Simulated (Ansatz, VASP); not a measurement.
**Mo: VASP beside Ansatz**

```
Mo
1.0
    -1.58022    1.58022    1.58022
     1.58022   -1.58022    1.58022
     3.16044    3.16044    0.00000
Mo
2
Direct
  0.06712 0.93288 0.00000
  0.43288 0.56712 0.50000
```

Change from the starting cell: mode 5 (192.3 1/cm) frozen in, largest displacement -0.300 Å.

Alike in both runs: task single point; functional PBE; k mesh 24 × 24 × 14; occupations gaussian, width 0.15 eV; no spin polarisation.

```csv
,VASP,Ansatz
version,VASP 6.6.1,Ansatz 0.2.0
potentials or method,"VASP PAW PBE potentials, release 64 (Mo_sv), cutoff 520 eV","scalar-relativistic, plane waves, PAW"
valence electrons in the cell,28,28
```

|  | VASP | Ansatz | Ansatz less VASP |
| --- | --- | --- | --- |
| gap on the k mesh at the Fermi level (eV) | none | none | - |
| pressure (GPa) | 5.2 | 4.7 | -0.52 |
| traceless stress, the component that is largest in VASP (GPa) | 11.27 | 11.28 | +0.017 |
| rms of the force components (eV/Å) | 0.743 | 0.742 | -0.0011 |

Atom by atom the forces differ by 0.001 eV/Å (rms over components). A gap of «none» marks a metal or a gap that the smearing closes.
